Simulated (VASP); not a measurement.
Runs of VASP 6.6.1 on Ca. The structure is that of space group Im-3m (No. 229), or close to it. The cells are those of the table. This isn't the form of Ca at room conditions, which is fcc.

| task | level | potentials or basis | cell | k mesh | smearing | gap on the mesh (eV) | pressure (GPa) |
| --- | --- | --- | --- | --- | --- | --- | --- |
| single point | PBE | VASP PAW PBE potentials, release 64 (Ca_sv) | a = 3.893 Å, angles 109.7°, 1 atom | 10 × 10 × 10 | fermi-dirac 0.05 eV | none | -1.0 |
| single point | PBE+D4 | VASP PAW PBE potentials, release 64 (Ca_sv) | a = 3.880 Å, angles 109.5°, 1 atom | 10 × 10 × 10 | fermi-dirac 0.28 eV | none | -1.5 |
| single point | PBE | VASP PAW PBE potentials, release 64 (Ca_sv) | a = 3.880 Å, angles 109.5°, 1 atom | 10 × 10 × 10, shifted | tetrahedron | none | -1.1 |
| electric field gradients | LDA | VASP PAW LDA potentials, release 64 (Ca_sv) | a = 3.880 Å, angles 109.5°, 1 atom | 10 × 10 × 10 | fermi-dirac 0.05 eV | none | (a) |
| electric field gradients | r2SCAN | VASP PAW PBE potentials, release 64 (Ca_sv) | a = 3.880 Å, angles 109.5°, 1 atom | 10 × 10 × 10 | fermi-dirac 0.05 eV | none | -0.6 |
| single point | PBE | VASP PAW PBE potentials, release 64 (Ca_sv) | a = 3.880 Å, angles 109.5°, 1 atom | 10 × 10 × 10 | methfessel-paxton 0.15 eV | none | -1.0 |
| single point | PBE | VASP PAW PBE potentials, release 64 (Ca_sv) | a = 3.880 Å, angles 109.5°, 1 atom | 10 × 10 × 10 | tetrahedron | none | -1.1 |
| single point | PBE | VASP PAW PBE potentials, release 64 (Ca_sv) | a = 3.880 Å, angles 109.5°, 1 atom | 10 × 10 × 10 | fermi-dirac 0.05 eV | none | -1.0 |
| single point | PBE | VASP PAW PBE potentials, release 64 (Ca_sv) | a = 3.880 Å, angles 109.5°, 1 atom | 10 × 10 × 10 | methfessel-paxton 0.2 eV | none | -1.0 |
| single point | PBE | VASP PAW PBE potentials, release 64 (Ca_sv) | a = 3.881 Å, angles 108.7, 108.7, 111.1°, 1 atom | 10 × 10 × 10 | fermi-dirac 0.05 eV | none | -1.0 |
| electric field gradients | PBEsol | VASP PAW PBE potentials, release 64 (Ca_sv) | a = 3.880 Å, angles 109.5°, 1 atom | 10 × 10 × 10 | fermi-dirac 0.05 eV | none | -1.5 |
| single point | PBE | VASP PAW PBE potentials, release 64 (Ca_sv) | a = 3.880 Å, angles 109.5°, 1 atom | 10 × 10 × 10 | fermi-dirac 0.01 eV | none | -0.9 |

Alike in all rows: no spin polarisation; cutoff (eV) 520.

Fill in the values left out.

(a) -2.5.

Caveats: tetrahedron occupations give inexact forces and stress in metals (at least some runs); the PAW data sets were made with another functional, which shifts forces and pressure a little (at least some runs).

A gap of «none» marks levels without a gap at the run's occupations.
